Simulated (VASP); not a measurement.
# FeSi (Pm-3m) in VASP: single point with PBEsol

Aim: the single point of FeSi with PBEsol.

Program: VASP 6.6.1. These are calculated values, not measurements. Logs are shortened: lines on timing, memory, paths and dates and some standing lists are left out, and cuts for length are marked.

### Step 1. The cell of the first run

Symmetry: Pm-3m, No. 221, cubic system. The conventional cell has a = 2.732 Å, b = 2.732 Å, c = 2.732 Å, α = 90.00°, β = 90.00°, γ = 90.00°. Fe (site symmetry m-3m) has 8 Si at 2.37 Å and 6 Fe at 2.73 Å within 3.1 Å. Si (site symmetry m-3m) has 8 Fe at 2.37 Å and 6 Si at 2.73 Å within 3.1 Å.

### Step 2. Single point, PBEsol, collinear spin, antiferromagnetic start

Input file INCAR:

```
SYSTEM = FeSi
  PREC = Accurate
  ENCUT = 520
  EDIFF = 1E-7
  ISMEAR = 0
  SIGMA = 0.05
  LREAL = .FALSE.
  LASPH = .TRUE.
  NELM = 150
  ALGO = Normal
  ISIF = 2
  LWAVE = .FALSE.
  LCHARG = .FALSE.
  ISPIN = 2
  MAGMOM = 2.5 -2.5 0 0
  LORBIT = 11
  LMAXMIX = 4
  GGA = PS
  NBANDS = 24
```

Input file KPOINTS:

```
regular mesh
0
G
  12 12 6
  0 0 0
```

Input file POSCAR:

```
FeSi
1.0
    2.7315396637      0.0000000000      0.0000000000
    0.0000000000      2.7315396637      0.0000000000
    0.0000000000      0.0000000000      5.4630793274
Fe Si
2 2
Direct
    0.0000000000      0.0000000000      0.0000000000
    0.0000000000      0.0000000000      0.5000000000
    0.5000000000      0.5000000000      0.2500000000
    0.5000000000      0.5000000000      0.7500000000
```

Potentials or basis: VASP PAW PBE potentials, release 64 (Fe, Si).

On the command line:

```sh
cat potpaw_PBE.64/Fe/POTCAR potpaw_PBE.64/Si/POTCAR > POTCAR
mpirun -np 1 vasp_std > vasp.out
```

OUTCAR:

```text
SYSTEM = FeSi
   PREC = Accurate
   ENCUT = 520
   EDIFF = 1E-7
   ISMEAR = 0
   LREAL = .FALSE.
   LASPH = .TRUE.
   NELM = 150
   ISIF = 2
   ISPIN = 2
   LORBIT = 11
   GGA = PS

 ion  position               nearest neighbor table
   1  0.000  0.000  0.000-   3 2.37   4 2.37   3 2.37   4 2.37   3 2.37   4 2.37   3 2.37   4 2.37
                             2 2.73   2 2.73
   2  0.000  0.000  0.500-   3 2.37   4 2.37   3 2.37   4 2.37   3 2.37   4 2.37   3 2.37   4 2.37
                             1 2.73   1 2.73
   3  0.500  0.500  0.250-   1 2.37   2 2.37   1 2.37   2 2.37   1 2.37   2 2.37   1 2.37   2 2.37
                             4 2.73   4 2.73
   4  0.500  0.500  0.750-   1 2.37   2 2.37   1 2.37   2 2.37   1 2.37   2 2.37   1 2.37   2 2.37
                             3 2.73   3 2.73

  LATTYP: Found a simple tetragonal cell.
 ALAT       =     2.7315396637
 C/A-ratio  =     2.0000000000

  Lattice vectors:

 A1 = (   2.7315396637,   0.0000000000,   0.0000000000)
 A2 = (   0.0000000000,   2.7315396637,   0.0000000000)
 A3 = (   0.0000000000,   0.0000000000,   5.4630793274)

Analysis of symmetry for initial positions (statically):
=====================================================================
 Subroutine PRICEL returns following result:

  LATTYP: Found a simple cubic cell.
 ALAT       =     2.7315396637

  Lattice vectors:

 A1 = (   2.7315396637,   0.0000000000,   0.0000000000)
 A2 = (   0.0000000000,   2.7315396637,   0.0000000000)
 A3 = (   0.0000000000,   0.0000000000,   2.7315396637)

   2 primitive cells build up your supercell.

 Routine SETGRP: Setting up the symmetry group for a
 simple tetragonal supercell.

 Subroutine GETGRP returns: Found 16 space group operations
 (whereof 16 operations were pure point group operations)
 out of a pool of 16 trial point group operations.

The static configuration has the point symmetry D_4h.

Analysis of symmetry for dynamics (positions and initial velocities):
=====================================================================
 Subroutine PRICEL returns following result:

  LATTYP: Found a simple cubic cell.
 ALAT       =     2.7315396637

  Lattice vectors:

 A1 = (   2.7315396637,   0.0000000000,   0.0000000000)
 A2 = (   0.0000000000,   2.7315396637,   0.0000000000)
 A3 = (   0.0000000000,   0.0000000000,   2.7315396637)

   2 primitive cells build up your supercell.

 Routine SETGRP: Setting up the symmetry group for a
 simple tetragonal supercell.

 Subroutine GETGRP returns: Found 16 space group operations
 (whereof 16 operations were pure point group operations)
 out of a pool of 16 trial point group operations.

The dynamic configuration has the point symmetry D_4h.

Analysis of structural, dynamic, and magnetic symmetry:
=====================================================================
 Subroutine PRICEL returns following result:

  LATTYP: Found a simple cubic cell.
 ALAT       =     2.7315396637

  Lattice vectors:

 A1 = (   2.7315396637,   0.0000000000,   0.0000000000)
 A2 = (   0.0000000000,   2.7315396637,   0.0000000000)
 A3 = (   0.0000000000,   0.0000000000,   2.7315396637)

   2 primitive cells build up your supercell.

 Routine SETGRP: Setting up the symmetry group for a
 simple tetragonal supercell.

 Subroutine GETGRP returns: Found 16 space group operations
 (whereof 16 operations were pure point group operations)
 out of a pool of 16 trial point group operations.

The overall configuration has the point symmetry D_4h.

 Subroutine INISYM returns: Found 16 space group operations
 (whereof 16 operations are pure point group operations),
 and found     2 'primitive' translations

----------------------------------------------------------------------------------------

                                     Primitive cell

  volume of cell :      20.3809

  direct lattice vectors                    reciprocal lattice vectors
     2.731539664  0.000000000  0.000000000     0.366093897  0.000000000  0.000000000
     0.000000000  2.731539664  0.000000000     0.000000000  0.366093897  0.000000000
     0.000000000  0.000000000  2.731539664     0.000000000  0.000000000  0.366093897

  length of vectors
     2.731539664  2.731539664  2.731539664     0.366093897  0.366093897  0.366093897

  position of ions in fractional coordinates (direct lattice)
     0.000000000  0.000000000  0.000000000
     0.500000000  0.500000000  0.500000000

  ion indices of the primitive-cell ions
   primitive index   ion index
                 1           1
                 2           3

----------------------------------------------------------------------------------------

 KPOINTS: regular mesh

Automatic generation of k-mesh.
 Grid dimensions read from file:
 generate k-points for:   12   12    6

 Generating k-lattice:

  Cartesian coordinates                     Fractional coordinates (reciprocal lattice)
     0.030507825  0.000000000  0.000000000     0.083333333  0.000000000  0.000000000
     0.000000000  0.030507825  0.000000000     0.000000000  0.083333333  0.000000000
     0.000000000  0.000000000  0.030507825     0.000000000  0.000000000  0.166666667

  Length of vectors
     0.030507825  0.030507825  0.030507825

  Shift w.r.t. Gamma in fractional coordinates (k-lattice)
     0.000000000  0.000000000  0.000000000

 Subroutine IBZKPT returns following result:
 ===========================================

 Found    112 irreducible k-points:

 Following reciprocal coordinates:
            Coordinates               Weight
  0.000000  0.000000  0.000000      1.000000
  0.083333  0.000000  0.000000      4.000000
  0.166667  0.000000  0.000000      4.000000
  0.250000  0.000000  0.000000      4.000000
  0.333333  0.000000  0.000000      4.000000
  0.416667  0.000000  0.000000      4.000000
[... 16 lines left out ...]
  0.333333  0.333333  0.000000      4.000000
  0.416667  0.333333  0.000000      8.000000
 [... further k-points ...]
   k-points           NKPTS =    112   k-points in BZ     NKDIM =    112   number of bands    NBANDS=     24
   number of dos      NEDOS =    301   number of ions     NIONS =      4
   total plane-waves  NPLWV =  16800
   dimension x,y,z NGX =    20 NGY =   20 NGZ =   42
   dimension x,y,z NGXF=    40 NGYF=   40 NGZF=   84
   ions per type =               2   2
   NGX,Y,Z   is equivalent  to a cutoff of  12.17, 12.17, 12.78 a.u.
   NGXF,Y,Z  is equivalent  to a cutoff of  24.34, 24.34, 25.56 a.u.
 SYSTEM =  FeSi
   PREC   = accura    normal or accurate (medium, high low for compatibility)
   ISTART =      0    job   : 0-new  1-cont  2-samecut
   ICHARG =      2    charge: 1-file 2-atom 10-const
   ISPIN  =      2    spin polarized calculation?
   LNONCOLLINEAR =      F non collinear calculations
   LSORBIT =      F    spin-orbit coupling
   LASPH  =      T    aspherical Exc in radial PAW
   ENCUT  =  520.0 eV  38.22 Ry    6.18 a.u.   5.08  5.08 10.16*2*pi/ulx,y,z
   NELM   =    150;   NELMIN=  2; NELMDL= -5     # of ELM steps
   EDIFF  = 0.1E-06   stopping-criterion for ELM
   LREAL  =      F    real-space projection
   EDIFFG = 0.1E-05   stopping-criterion for IOM
   NSW    =      0    number of steps for IOM
   IBRION =     -1    ionic relax: 0-MD 1-quasi-New 2-CG
   NFREE  =      0    steps in history (QN), initial steepest desc. (CG)
   ISIF   =      2    stress and relaxation
   ISYM   =      2    0-nonsym 1-usesym 2-fastsym
   POTIM  = 0.5000    time-step for ionic-motion
   TEBEG  =    0.0;   TEEND  =   0.0 temperature during run
   PSTRESS=    0.0 pullay stress
   NELECT =      24.0000    total number of electrons
   NUPDOWN=      -1.0000    fix difference up-down
   EMIN   =  10.00;   EMAX   =-10.00  energy-range for DOS
   EFERMI =   0.00;   METHOD = LEGACY
   ISMEAR =     0;   SIGMA  =   0.05  broadening in eV -4-tet -1-fermi 0-gaus
   EFERMI_NEDOS =   21; number of points for ismear=-14 and -15
   IALGO  =     38    algorithm
   IMIX   =      4    mixing-type and parameters
     AMIX     =   0.40;   BMIX     =  1.00
     AMIX_MAG =   1.60;   BMIX_MAG =  1.00
  volume/ion in A,a.u.               =      10.19        68.77
  Fermi-wavevector in a.u.,A,eV,Ry     =   1.372127  2.592945 25.616142  1.882733
  Thomas-Fermi vector in A             =   2.497762
   LORBIT       =     11    0 simple, 1 ext, 2 COOP (PROOUT), +10 PAW based schemes
   GGA     = PS    functional components
   LHFCALC =     F    Hartree Fock is set to
   AEXX    =    0.0000 exact exchange contribution
   IVDW    =     0    specifies the selected vdW correction
   LEPSILON=     F    determine dielectric tensor
   LRPA    =     F    only Hartree local field effects (RPA)
 spin polarized calculation
 Gauss-broadening in eV      SIGMA  =   0.05
  energy-cutoff  :      520.00
  volume of cell :       40.76
 maximum number of plane-waves:      1120
   NGX = 11   NGY = 11   NGZ = 21

 number of electron      23.9999989 magnetization      -0.0000000

 number of electron      23.9999989 magnetization       0.0000000

 Free energy of the ion-electron system (eV)
  ---------------------------------------------------
  ext. energy  EPLUGINS =         0.00000000
  ---------------------------------------------------
  free energy    TOTEN  =       -31.89731148 eV

  energy without entropy =      -31.89450839  energy(sigma->0) =      -31.89590994

 E-fermi :  11.4142     XC(G=0): -13.3074

 val. band max:       11.4127634844   @ k =   0.5000   0.5000   0.5000
 cond. band min:      11.4182755424   @ k =   0.4167   0.0000   0.0000
 fundamental gap:      0.0055120580
 Fermi energy:        11.4142084815

 spin component 1

 k-point     1 :       0.0000    0.0000    0.0000
  band No.  band energies     occupation
      1      -3.1618      1.00000
      2       0.9164      1.00000
      3       2.3699      1.00000
      4       7.3504      1.00000
      5       7.3504      1.00000
      6       8.3210      1.00000
[... 16 lines left out ...]
     23      21.3648      0.00000
     24      24.2791      0.00000

 k-point     2 :       0.0833    0.0000    0.0000
  band No.  band energies     occupation
      1      -3.0211      1.00000
      2       0.9990      1.00000
      3       2.5128      1.00000
      4       7.2675      1.00000
      5       7.4070      1.00000
      6       8.3591      1.00000
[... 16 lines left out ...]
     23      21.6303      0.00000
     24      25.0699      0.00000
[... 565 lines left out ...]
     23      22.4202      0.00000
     24      25.3043      0.00000

 k-point    24 :       0.4167    0.3333    0.0000
  band No.  band energies     occupation
      1       1.6276      1.00000
      2       3.9857      1.00000
      3       4.9932      1.00000
      4       5.3085      1.00000
      5       5.5362      1.00000
      6       6.7274      1.00000
[... 16 lines left out ...]
     23      22.8869      0.00000
     24      24.9165      0.00000

 [... further k-points ...]

 spin component 2

 k-point     1 :       0.0000    0.0000    0.0000
  band No.  band energies     occupation
      1      -3.1618      1.00000
      2       0.9164      1.00000
      3       2.3699      1.00000
      4       7.3504      1.00000
      5       7.3504      1.00000
      6       8.3210      1.00000
[... 16 lines left out ...]
     23      21.3648      0.00000
     24      24.2791      0.00000

 k-point     2 :       0.0833    0.0000    0.0000
  band No.  band energies     occupation
      1      -3.0211      1.00000
      2       0.9990      1.00000
      3       2.5128      1.00000
      4       7.2675      1.00000
      5       7.4070      1.00000
      6       8.3591      1.00000
[... 16 lines left out ...]
     23      21.6303      0.00000
     24      25.0699      0.00000
[... 565 lines left out ...]
     23      22.4202      0.00000
     24      25.3043      0.00000

 k-point    24 :       0.4167    0.3333    0.0000
  band No.  band energies     occupation
      1       1.6276      1.00000
      2       3.9857      1.00000
      3       4.9932      1.00000
      4       5.3085      1.00000
      5       5.5362      1.00000
      6       6.7274      1.00000
[... 16 lines left out ...]
     23      22.8869      0.00000
     24      24.9165      0.00000

 [... further k-points ...]

------------------------ aborting loop because EDIFF is reached ----------------------------------------

  FORCE on cell =-STRESS in cart. coord.  units (eV):
  Direction    XX          YY          ZZ          XY          YZ          ZX
  --------------------------------------------------------------------------------------
  -------------------------------------------------------------------------------------
  Total        0.1719622      0.1719622      0.1725463      0.0000000      0.0000000     -0.0000000
  in kB        6.7591356      6.7591356      6.7820936      0.0000000      0.0000000     -0.0000000
  external PRESSURE =       6.7667882 kB  Pullay stress =       0.0000000 kB

 VOLUME and BASIS-vectors are now :
 -----------------------------------------------------------------------------
  energy-cutoff  :      520.00
  volume of cell :       40.76
      direct lattice vectors                 reciprocal lattice vectors
     2.731539664  0.000000000  0.000000000     0.366093897  0.000000000  0.000000000
     0.000000000  2.731539664  0.000000000     0.000000000  0.366093897  0.000000000
     0.000000000  0.000000000  5.463079327     0.000000000  0.000000000  0.183046948

 POSITION                                       TOTAL-FORCE (eV/Angst)
 -----------------------------------------------------------------------------------
      0.00000      0.00000      0.00000         0.000000     -0.000000      0.000000
      0.00000      0.00000      2.73154         0.000000     -0.000000     -0.000000
      1.36577      1.36577      1.36577        -0.000000      0.000000      0.000000
      1.36577      1.36577      4.09731        -0.000000      0.000000      0.000000
 -----------------------------------------------------------------------------------
    total drift:                                0.000000      0.000000      0.000000

  FREE ENERGIE OF THE ION-ELECTRON SYSTEM (eV)
  ---------------------------------------------------
  free  energy   TOTEN  =       -31.8973114813 eV

  energy  without entropy=      -31.8945083917  energy(sigma->0) =      -31.89590994

 total charge

# of ion       s       p       d       tot
------------------------------------------
    1        0.462   0.678   6.704   7.845
    2        0.462   0.678   6.704   7.845
    3        0.707   0.908   0.000   1.615
    4        0.707   0.908   0.000   1.615
--------------------------------------------------
tot          2.339   3.174  13.408  18.920

 magnetization (x)

# of ion       s       p       d       tot
------------------------------------------
    1        0.000  -0.000   0.000   0.000
    2       -0.000   0.000  -0.000  -0.000
    3        0.000   0.000   0.000   0.000
    4        0.000   0.000   0.000   0.000
--------------------------------------------------
tot          0.000   0.000   0.000   0.000
```

Run time: 2.6 min. Hardware: 1 thread of Intel Xeon Platinum 8488C (Sapphire Rapids), shared host; peak memory 0.26 GiB.

What came out:

```
Free energy                                           : -31.8973 eV
Pressure                                              : 0.7 GPa
Band gap on the k mesh                                : zero (filled and empty bands overlap)
Net moment                                            : 0.00 μB per cell
Valence electrons inside the program's atomic spheres : Fe 7.84; Si 1.61
```

Levels at points of the mesh, in eV from the Fermi level:
Spin up:
```
           k point  band 10  band 11  band 12  band 13  band 14  band 15
(0.00, 0.00, 0.00)    -0.90    -0.90    -0.70     0.32     3.34     3.34
(0.50, 0.00, 0.00)    -1.95    -1.95    -0.70    -0.03     0.32     2.53
(0.50, 0.50, 0.00)    -1.30    -0.03     0.03     0.03     1.56     1.56
(0.00, 0.00, 0.50)    -1.86    -0.81    -0.81     0.51     0.51     5.34
(0.50, 0.00, 0.50)    -2.25    -1.38    -1.38     0.20     0.20     3.97
(0.50, 0.50, 0.50)    -0.60    -0.60    -0.60     0.00     0.00     1.21
```
Spin down:
```tsv
k point	band 8	band 9	band 10	band 11	band 12	band 13	band 14	band 15	band 16	band 17
(0.00, 0.00, 0.00)	-2.52	-0.90	-0.90	-0.90	-0.70	0.32	3.34	3.34	3.34	6.57
(0.50, 0.00, 0.00)	-2.52	-2.52	-1.95	-1.95	-0.70	-0.03	0.32	2.53	2.81	6.57
(0.50, 0.50, 0.00)	-1.95	-1.95	-1.30	-0.03	0.03	0.03	1.56	1.56	1.56	2.53
(0.00, 0.00, 0.50)	-1.86	-1.86	-1.86	-0.81	-0.81	0.51	0.51	5.34	5.34	5.34
(0.50, 0.00, 0.50)	-2.92	-2.25	-2.25	-1.38	-1.38	0.20	0.20	3.97	3.97	5.27
(0.50, 0.50, 0.50)	-2.60	-0.60	-0.60	-0.60	-0.60	0.00	0.00	1.21	1.21	2.63
```

Caveat: the moments typed at the start vanished in this run; the PAW data sets were made with another functional, which shifts forces and pressure a little.
